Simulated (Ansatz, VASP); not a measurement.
## MgB2: VASP beside Ansatz

File INCAR:

```
SYSTEM = MgB2
PREC = Accurate
ENCUT = 600
EDIFF = 1E-6
ISMEAR = -1
SIGMA = 0.05
LREAL = .False.
LASPH = .True.
NELM = 60
ALGO = Normal
ISIF = 3
LWAVE = .False.
LCHARG = .False.
GGA = PE
IVDW = 12
IBRION = 2
NSW = 60
EDIFFG = -0.01
```

KPOINTS

```
Automatic mesh
0
Gamma
  10 10 8
  0 0 0
```

The input POSCAR:

```
MgB2
1.0
    3.0850000000      0.0000000000      0.0000000000
   -1.5425000000      2.6716883707      0.0000000000
    0.0000000000      0.0000000000      3.5230000000
Mg B
1 2
Direct
    0.0000000000      0.0000000000      0.0000000000
    0.6666666667      0.3333333333      0.5000000000
    0.3333333333      0.6666666667      0.5000000000
```

Contents of input.yaml:

```yaml
crystal:
  lattice:
    - [3.085, 0.0, 0.0]
    - [-1.5425, 2.6716883707, 0.0]
    - [0.0, 0.0, 3.523]
  atoms:
    - { symbol: Mg, position: [0.0, 0.0, 0.0] }
    - { symbol: B, position: [0.6666666667, 0.3333333333, 0.5] }
    - { symbol: B, position: [0.3333333333, 0.6666666667, 0.5] }
hamiltonian:
  xc: pbe
  pseudopotentials: { kind: paw }
  dispersion: d3bj
kpoints:
  mp_grid: { grid: [10, 10, 8] }
scf:
  occupations: { method: fermi_dirac, width: 0.05 }
output:
  forces: true
  stress: true
relax:
  f_tol: 0.01
  max_steps: 40
  cell: { stress_tol: 0.05 }
```

Alike in both runs: task relaxation of cell and atoms; functional PBE; dispersion D3(BJ); k mesh 10 × 10 × 8; occupations fermi-dirac, width 0.05 eV; no spin polarisation.

|  | VASP | Ansatz |
| --- | --- | --- |
| version | VASP 6.6.1 | Ansatz 0.2.0 |
| potentials or method | VASP PAW PBE potentials, release 64 (Mg, B) | Ansatz PAW |
| plane-wave cutoff (eV) | 600 | 420 |
| valence electrons in the cell | 8 | 16 |

```csv
,VASP,Ansatz,Ansatz less VASP
relaxed volume (Å³/atom),9.27,9.30,+0.020
relaxed cell length with the largest relative difference (Å),3.448,3.453,+0.0050
```

VASP's potentials hold 8 valence electrons a cell and Ansatz's 16, so a difference there can come from the potentials and not from the codes.

Noted on Ansatz's run: the plane-wave basis is chosen anew once the cell has moved, so the energies of steps on either side of that aren't comparable.
